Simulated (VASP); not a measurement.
A run of VASP 6.6.1:

The input INCAR:

```
PREC = Accurate
ENCUT = 600
EDIFF = 1E-7
ISMEAR = -1
SIGMA = 0.1
LREAL = False
LASPH = True
NELM = 80
ALGO = Normal
ISIF = 4
LWAVE = False
LCHARG = False
GGA = PE
IBRION = 2
NSW = 50
EDIFFG = -0.005
```

KPOINTS

```
Automatic mesh
0
Gamma
  15 15 15
```

The input POSCAR:

```
Ti
1.0
   -1.8397937398      1.8397937398      1.0329136395
    1.8397937398     -1.8397937398      1.0329136395
    1.8397937398      1.8397937398     -1.0329136395
Ti
2
Direct
   -0.3750000000     -0.1250000000     -0.2500000000
    0.3750000000      0.1250000000      0.2500000000
```

Potentials or basis: VASP PAW PBE potentials, release 64 (Ti_sv).

The run is started by

```console
$ cat potpaw_PBE.64/Ti_sv/POTCAR > POTCAR
$ mpirun -np 1 vasp_std > vasp.out
```

Hardware: 1 thread of Intel Xeon 8259CL, on a shared host.

Q: Estimate the wall time of this run.

A: It took 3.3 min on 1 thread of Intel Xeon 8259CL, on a shared host, peak memory 0.2 GiB. Counts: scf iterations 32, k points 288, ion steps 3.
